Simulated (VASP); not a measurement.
Wanted: the native input for a VASP 6.6.1 run.

```
Task                   : single point
Functional             : PBE
Dispersion             : D3(BJ)
Potentials or basis    : VASP PAW PBE potentials, release 64 (Mg, N, Cl)
Cutoff                 : 520 eV
k mesh                 : 4 × 4 × 4
Occupations            : fermi-dirac, width 0.01 eV
Spin                   : no spin polarisation
Dipole correction      : no
Further INCAR settings : ALGO = Normal; EDIFF = 1e-07; NBANDS = 33
```

The structure of MgN6Cl2 lies in POSCAR:

```
MgN6Cl2
1.0
    0.0000000000      4.1463430000      4.1463430000
    4.1463430000      0.0000000000      4.1463430000
    4.1463430000      4.1463430000      0.0000000000
Mg N Cl
1 6 2
Direct
    0.0000000000      0.0000000000      0.0000000000
    0.7341630000      0.2658370000      0.2658370000
    0.7341630000      0.7341630000      0.2658370000
    0.2658370000      0.7341630000      0.2658370000
    0.2658370000      0.2658370000      0.7341630000
    0.7341630000      0.2658370000      0.7341630000
    0.2658370000      0.7341630000      0.7341630000
    0.7500000000      0.7500000000      0.7500000000
    0.2500000000      0.2500000000      0.2500000000
```

One way to write it, as run:

INCAR

```
ALGO = Normal
EDIFF = 1E-7
ENCUT = 520
GGA = PE
ISIF = 2
ISMEAR = -1
IVDW = 12
LASPH = T
LCHARG = F
LREAL = F
LWAVE = F
NBANDS = 33
NELM = 100
PREC = Accurate
SIGMA = 0.01
```

KPOINTS

```
k-points
0
Gamma
  4 4 4
```

Potentials or basis: VASP PAW PBE potentials, release 64 (Mg, N, Cl).

Launch:

```sh
$ cat potpaw_PBE.64/Mg/POTCAR potpaw_PBE.64/N/POTCAR potpaw_PBE.64/Cl/POTCAR > POTCAR
$ mpirun -np 1 vasp_std > vasp.out
```

Results of the run:

```yaml
Pressure: -14.9 GPa
Largest_force: 1.391 eV/Å
Band_gap_on_the_k_mesh: zero (band 23 reaches 0.87 eV, above the bottom of band 24 at -0.08 eV)
Dispersion_energy_per_atom: -0.151 eV
```

Caveat: three body term missing; pairwise dispersion overbinds metals, which lowers pressure and volume; forces of over 1 eV/Å act on the atoms, so gaps and moduli don't describe the material at rest.

It took 74 s on 1 thread of Intel(R) Xeon(R) Platinum 8375C CPU @ 2.90GHz (Ice Lake), with other jobs on the host, peak memory 0.33 GiB.
